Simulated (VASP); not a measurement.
# Pb (Fm-3m) in VASP: a series of runs

Runs on Pb. Level: PBE. Tasks: single point.

Program: VASP 6.6.1. These are calculated values, not measurements. Logs are shortened: lines on timing, memory, paths and dates and some standing lists are left out, and cuts for length are marked.

### 1 The cell of the first run

The structure is cubic, space group Fm-3m (No. 225). Conventional cell: a = 4.693 Å, b = 4.693 Å, c = 4.693 Å, α = 90.00°, β = 90.00°, γ = 90.00°. Pb (site symmetry m-3m) has 12 Pb at 3.32 Å within 4.4 Å.

### 2 Single point, PBE (strain -0.050 along x and y, -0.050 along z)

Contents of INCAR:

```
SYSTEM = Pb
PREC = Accurate ; ENCUT = 520
EDIFF = 1E-6 ; ISMEAR = 0
SIGMA = 0.15 ; LREAL = .FALSE.
LASPH = .TRUE. ; NELM = 80
ALGO = Fast ; ISIF = 2
LWAVE = .FALSE. ; LCHARG = .FALSE.
GGA = PE ; NBANDS = 13
```

Contents of KPOINTS:

```
regular mesh
0
G
  16 16 16
  0 0 0
```

Contents of POSCAR:

```
Pb
1.0
    0.0000000000      2.3463100000      2.3463100000
    2.3463100000      0.0000000000      2.3463100000
    2.3463100000      2.3463100000      0.0000000000
Pb
1
Direct
    0.0000000000      0.0000000000      0.0000000000
```

Potentials or basis: VASP PAW PBE potentials, release 64 (Pb_d).

Run with:

```
cat potpaw_PBE.64/Pb_d/POTCAR > POTCAR
mpirun -np 1 vasp_std > vasp.out
```

OUTCAR:

```text
SYSTEM = Pb
   PREC = Accurate
   ENCUT = 520
   EDIFF = 1E-6
   ISMEAR = 0
   LREAL = .FALSE.
   LASPH = .TRUE.
   NELM = 80
   ISIF = 2
   GGA = PE

 ion  position               nearest neighbor table
   1  0.000  0.000  0.000-

  LATTYP: Found a face centered cubic cell.
 ALAT       =     4.6926200000

  Lattice vectors:

 A1 = (   0.0000000000,   2.3463100000,   2.3463100000)
 A2 = (   2.3463100000,   0.0000000000,   2.3463100000)
 A3 = (   2.3463100000,   2.3463100000,   0.0000000000)

Analysis of symmetry for initial positions (statically):
=====================================================================
 Subroutine PRICEL returns:
 Original cell was already a primitive cell.

 Routine SETGRP: Setting up the symmetry group for a
 face centered cubic supercell.

 Subroutine GETGRP returns: Found 48 space group operations
 (whereof 48 operations were pure point group operations)
 out of a pool of 48 trial point group operations.

The static configuration has the point symmetry O_h .

Analysis of symmetry for dynamics (positions and initial velocities):
=====================================================================
 Subroutine PRICEL returns:
 Original cell was already a primitive cell.

 Routine SETGRP: Setting up the symmetry group for a
 face centered cubic supercell.

 Subroutine GETGRP returns: Found 48 space group operations
 (whereof 48 operations were pure point group operations)
 out of a pool of 48 trial point group operations.

The dynamic configuration has the point symmetry O_h .

 Subroutine INISYM returns: Found 48 space group operations
 (whereof 48 operations are pure point group operations),
 and found     1 'primitive' translations

----------------------------------------------------------------------------------------

                                     Primitive cell

  volume of cell :      25.8337

  direct lattice vectors                    reciprocal lattice vectors
     0.000000000  2.346310000  2.346310000    -0.213100571  0.213100571  0.213100571
     2.346310000  0.000000000  2.346310000     0.213100571 -0.213100571  0.213100571
     2.346310000  2.346310000  0.000000000     0.213100571  0.213100571 -0.213100571

  length of vectors
     3.318183424  3.318183424  3.318183424     0.369101016  0.369101016  0.369101016

  position of ions in fractional coordinates (direct lattice)
     0.000000000  0.000000000  0.000000000

  ion indices of the primitive-cell ions
   primitive index   ion index
                 1           1

----------------------------------------------------------------------------------------

 KPOINTS: regular mesh

Automatic generation of k-mesh.
 Grid dimensions read from file:
 generate k-points for:   16   16   16

 Generating k-lattice:

  Cartesian coordinates                     Fractional coordinates (reciprocal lattice)
    -0.013318786  0.013318786  0.013318786     0.062500000  0.000000000  0.000000000
     0.013318786 -0.013318786  0.013318786     0.000000000  0.062500000  0.000000000
     0.013318786  0.013318786 -0.013318786     0.000000000  0.000000000  0.062500000

  Length of vectors
     0.023068813  0.023068813  0.023068813

  Shift w.r.t. Gamma in fractional coordinates (k-lattice)
     0.000000000  0.000000000  0.000000000

 Subroutine IBZKPT returns following result:
 ===========================================

 Found    145 irreducible k-points:

 Following reciprocal coordinates:
            Coordinates               Weight
  0.000000  0.000000  0.000000      1.000000
  0.062500  0.000000  0.000000      8.000000
  0.125000  0.000000  0.000000      8.000000
  0.187500  0.000000  0.000000      8.000000
  0.250000  0.000000  0.000000      8.000000
  0.312500  0.000000  0.000000      8.000000
[... 16 lines left out ...]
 -0.125000  0.062500  0.000000     24.000000
 -0.062500  0.062500  0.000000     12.000000
 [... further k-points ...]
   k-points           NKPTS =    145   k-points in BZ     NKDIM =    145   number of bands    NBANDS=     13
   number of dos      NEDOS =    301   number of ions     NIONS =      1
   total plane-waves  NPLWV =  21952
   dimension x,y,z NGX =    28 NGY =   28 NGZ =   28
   dimension x,y,z NGXF=    56 NGYF=   56 NGZF=   56
   ions per type =               1
   NGX,Y,Z   is equivalent  to a cutoff of  14.03, 14.03, 14.03 a.u.
   NGXF,Y,Z  is equivalent  to a cutoff of  28.06, 28.06, 28.06 a.u.
 SYSTEM =  Pb
   PREC   = accura    normal or accurate (medium, high low for compatibility)
   ISTART =      0    job   : 0-new  1-cont  2-samecut
   ICHARG =      2    charge: 1-file 2-atom 10-const
   ISPIN  =      1    spin polarized calculation?
   LNONCOLLINEAR =      F non collinear calculations
   LSORBIT =      F    spin-orbit coupling
   LASPH  =      T    aspherical Exc in radial PAW
   ENCUT  =  520.0 eV  38.22 Ry    6.18 a.u.   6.17  6.17  6.17*2*pi/ulx,y,z
   NELM   =     80;   NELMIN=  2; NELMDL= -5     # of ELM steps
   EDIFF  = 0.1E-05   stopping-criterion for ELM
   LREAL  =      F    real-space projection
   EDIFFG = 0.1E-04   stopping-criterion for IOM
   NSW    =      0    number of steps for IOM
   IBRION =     -1    ionic relax: 0-MD 1-quasi-New 2-CG
   NFREE  =      0    steps in history (QN), initial steepest desc. (CG)
   ISIF   =      2    stress and relaxation
   ISYM   =      2    0-nonsym 1-usesym 2-fastsym
   POTIM  = 0.5000    time-step for ionic-motion
   TEBEG  =    0.0;   TEEND  =   0.0 temperature during run
   PSTRESS=    0.0 pullay stress
   NELECT =      14.0000    total number of electrons
   NUPDOWN=      -1.0000    fix difference up-down
   EMIN   =  10.00;   EMAX   =-10.00  energy-range for DOS
   EFERMI =   0.00;   METHOD = LEGACY
   ISMEAR =     0;   SIGMA  =   0.15  broadening in eV -4-tet -1-fermi 0-gaus
   EFERMI_NEDOS =   21; number of points for ismear=-14 and -15
   IALGO  =     68    algorithm
   IMIX   =      4    mixing-type and parameters
     AMIX     =   0.40;   BMIX     =  1.00
     AMIX_MAG =   1.60;   BMIX_MAG =  1.00
  volume/ion in A,a.u.               =      25.83       174.33
  Fermi-wavevector in a.u.,A,eV,Ry     =   1.334716  2.522247 24.238318  1.781466
  Thomas-Fermi vector in A             =   2.463476
   LORBIT       =      0    0 simple, 1 ext, 2 COOP (PROOUT), +10 PAW based schemes
   GGA     = PE    functional components
   LHFCALC =     F    Hartree Fock is set to
   AEXX    =    0.0000 exact exchange contribution
   IVDW    =     0    specifies the selected vdW correction
   LEPSILON=     F    determine dielectric tensor
   LRPA    =     F    only Hartree local field effects (RPA)
 non-spin polarized calculation
 RMM-DIIS sequential band-by-band and
 Gauss-broadening in eV      SIGMA  =   0.15
  energy-cutoff  :      520.00
  volume of cell :       25.83
 maximum number of plane-waves:       725
 NGX is ok and might be reduce to    28
   NGX = 13   NGY = 13   NGZ = 13

 number of electron      13.9999998 magnetization

 Free energy of the ion-electron system (eV)
  ---------------------------------------------------
  ext. energy  EPLUGINS =         0.00000000
  ---------------------------------------------------
  free energy    TOTEN  =        -3.34572478 eV

  energy without entropy =       -3.34041068  energy(sigma->0) =       -3.34306773

 E-fermi :   9.3235     XC(G=0): -10.9790

 val. band max:        9.2488879554   @ k =   0.3750   0.1875   0.0625
 cond. band min:       9.3536792387   @ k =  -0.2500   0.3125   0.1250
 fundamental gap:      0.1047912833
 Fermi energy:         9.3234624770

 k-point     1 :       0.0000    0.0000    0.0000
  band No.  band energies     occupation
      1      -8.0133      2.00000
      2      -8.0133      2.00000
      3      -8.0133      2.00000
      4      -7.7869      2.00000
      5      -7.7869      2.00000
      6      -3.7289      2.00000
      7      17.9615      0.00000
      8      17.9615      0.00000
      9      17.9615      0.00000
     10      19.0334      0.00000
     11      22.6272      0.00000
     12      22.9913      0.00000
     13      22.9913      0.00000

 k-point     2 :       0.0625    0.0000    0.0000
  band No.  band energies     occupation
      1      -8.0143      2.00000
      2      -8.0043      2.00000
      3      -8.0042      2.00000
      4      -7.7880      2.00000
      5      -7.7880      2.00000
      6      -3.6406      2.00000
      7      16.8503      0.00000
      8      17.8530      0.00000
      9      17.8530      0.00000
     10      18.9503      0.00000
     11      22.8564      0.00000
     12      23.1731      0.00000
     13      23.1731      0.00000

 k-point     3 :       0.1250    0.0000    0.0000
  band No.  band energies     occupation
      1      -8.0185      2.00000
      2      -7.9820      2.00000
      3      -7.9820      2.00000
      4      -7.7872      2.00000
      5      -7.7872      2.00000
      6      -3.3738      2.00000
      7      14.7179      0.00000
      8      17.5649      0.00000
      9      17.5649      0.00000
     10      18.8865      0.00000
     11      22.9370      0.00000
     12      23.6635      0.00000
     13      23.6720      0.00000
[... 305 lines left out ...]
 k-point    23 :      -0.1250    0.0625    0.0000
  band No.  band energies     occupation
      1      -8.0248      2.00000
      2      -7.9685      2.00000
      3      -7.9622      2.00000
      4      -7.8063      2.00000
      5      -7.7653      2.00000
      6      -3.1654      2.00000
      7      13.9582      0.00000
      8      15.9435      0.00000
      9      18.1012      0.00000
     10      19.2816      0.00000
     11      22.0996      0.00000
     12      23.0334      0.00000
     13      23.3187      0.00000

 k-point    24 :      -0.0625    0.0625    0.0000
  band No.  band energies     occupation
      1      -8.0195      2.00000
      2      -7.9932      2.00000
      3      -7.9842      2.00000
      4      -7.7987      2.00000
      5      -7.7793      2.00000
      6      -3.4928      2.00000
      7      15.9414      0.00000
      8      16.6816      0.00000
      9      18.1264      0.00000
     10      19.0829      0.00000
     11      22.6408      0.00000
     12      23.0517      0.00000
     13      23.8174      0.00000

 [... further k-points ...]

------------------------ aborting loop because EDIFF is reached ----------------------------------------

  FORCE on cell =-STRESS in cart. coord.  units (eV):
  Direction    XX          YY          ZZ          XY          YZ          ZX
  --------------------------------------------------------------------------------------
  -------------------------------------------------------------------------------------
  Total        2.3022106      2.3022106      2.3022106     -0.0000000     -0.0000000      0.0000000
  in kB      142.7806827    142.7806827    142.7806827     -0.0000000     -0.0000000      0.0000000
  external PRESSURE =     142.7806827 kB  Pullay stress =       0.0000000 kB

 VOLUME and BASIS-vectors are now :
 -----------------------------------------------------------------------------
  energy-cutoff  :      520.00
  volume of cell :       25.83
      direct lattice vectors                 reciprocal lattice vectors
     0.000000000  2.346310000  2.346310000    -0.213100571  0.213100571  0.213100571
     2.346310000  0.000000000  2.346310000     0.213100571 -0.213100571  0.213100571
     2.346310000  2.346310000  0.000000000     0.213100571  0.213100571 -0.213100571

 POSITION                                       TOTAL-FORCE (eV/Angst)
 -----------------------------------------------------------------------------------
      0.00000      0.00000      0.00000         0.000000     -0.000000      0.000000
 -----------------------------------------------------------------------------------
    total drift:                               -0.000000     -0.000000     -0.000000

  FREE ENERGIE OF THE ION-ELECTRON SYSTEM (eV)
  ---------------------------------------------------
  free  energy   TOTEN  =        -3.3457247818 eV

  energy  without entropy=       -3.3404106844  energy(sigma->0) =       -3.34306773
```

Wall time 99 s (1 thread of Intel Xeon 8259CL, shared host); peak memory 0.19 GiB.

What came out:

| Quantity | Value |
| --- | --- |
| Free energy | -3.3457 eV |
| Pressure | 14.3 GPa |
| Band gap on the k mesh | zero (bands 7 and 8 overlap by 10.75 eV) |

Caveat: the cell differs from its parent crystal (strain -0.050 along x and y, -0.050 along z); the cell stands under pressure; spin-orbit coupling is left out, which moves the levels of the heavy elements.

### 3 Single point, PBE (strain -0.025 along x and y, -0.025 along z)

Contents of INCAR:

```
ALGO = Normal ; EDIFF = 1E-6
ENCUT = 520 ; GGA = PE
ISIF = 2 ; ISMEAR = 0
LASPH = True ; LCHARG = False
LREAL = False ; LWAVE = False
NBANDS = 13 ; NELM = 100
PREC = Accurate ; SIGMA = 0.15
```

Contents of KPOINTS:

```
k-points
0
Gamma
  16 16 16
```

Contents of POSCAR:

```
Pb
1.0
    0.0000000000      2.4080550000      2.4080550000
    2.4080550000      0.0000000000      2.4080550000
    2.4080550000      2.4080550000      0.0000000000
Pb
1
Direct
    0.0000000000      0.0000000000      0.0000000000
```

Potentials or basis: VASP PAW PBE potentials, release 64 (Pb_d).

Run with:

```
cat potpaw_PBE.64/Pb_d/POTCAR > POTCAR
mpirun -np 1 vasp_std > vasp.out
```

Wall time 96 s (1 thread of Intel Xeon 8259CL, shared host); peak memory 0.19 GiB.

Results (log left out):

| Item | Value |
| --- | --- |
| Free energy | -3.4855 eV |
| Pressure | 7.4 GPa |
| Band gap on the k mesh | zero (bands 7 and 8 overlap by 9.95 eV) |

Levels at points of the mesh, in eV from the Fermi level:
| k point | band 3 | band 4 | band 5 | band 6 | band 7 | band 8 | band 9 | band 10 | band 11 | band 12 |
| --- | --- | --- | --- | --- | --- | --- | --- | --- | --- | --- |
| (0.00, 0.00, 0.00) | -17.21 | -17.03 | -17.03 | -12.40 | 8.02 | 8.02 | 8.02 | 9.74 | 12.34 | 13.05 |
| (0.50, 0.00, 0.00) | -17.19 | -16.86 | -16.86 | -8.27 | -4.69 | 5.99 | 5.99 | 9.22 | 10.18 | 11.66 |
| (0.50, 0.50, 0.00) | -16.87 | -16.82 | -16.82 | -6.65 | -3.67 | 2.08 | 2.08 | 5.58 | 6.86 | 18.65 |

Caveat: the cell differs from its parent crystal (strain -0.025 along x and y, -0.025 along z); the cell stands under pressure; spin-orbit coupling is left out, which moves the levels of the heavy elements.

(Part 1 of 2 ends here.)
